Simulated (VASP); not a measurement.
A run of VASP 6.6.1:

File INCAR:

```
SYSTEM = YbRh
PREC = Accurate
ENCUT = 600
EDIFF = 1E-6
ISMEAR = -1
SIGMA = 0.1
LREAL = .False.
LASPH = .True.
NELM = 100
ALGO = Normal
ISIF = 3
LWAVE = .False.
LCHARG = .False.
GGA = CA
IBRION = 2
NSW = 80
EDIFFG = -0.03
PSTRESS = 50.0
```

Contents of KPOINTS:

```
regular mesh
0
Gamma
  8 8 8
  0 0 0
```

The input POSCAR:

```
YbRh
1.0
    3.3207540000      0.0000000000      0.0000000000
    0.0000000000      3.3207540000      0.0000000000
    0.0000000000      0.0000000000      3.3207540000
Yb Rh
1 1
Direct
    0.5000000000      0.5000000000      0.5000000000
    0.0000000000      0.0000000000      0.0000000000
```

Potentials or basis: VASP PAW PBE potentials, release 64 (Yb, Rh_pv).

Launch:

```console
$ cat potpaw_PBE.64/Yb/POTCAR potpaw_PBE.64/Rh_pv/POTCAR > POTCAR
$ mpirun -np 1 vasp_std > vasp.out
```

Hardware: 1 thread of Intel Xeon 8259CL, on a shared host.

Question: Estimate the wall time of this run.

Answer: Run time: 6.6 min on 1 thread of Intel Xeon 8259CL (shared host), peak memory 0.19 GiB. Counts: scf iterations 87, k points 35, ion steps 3.
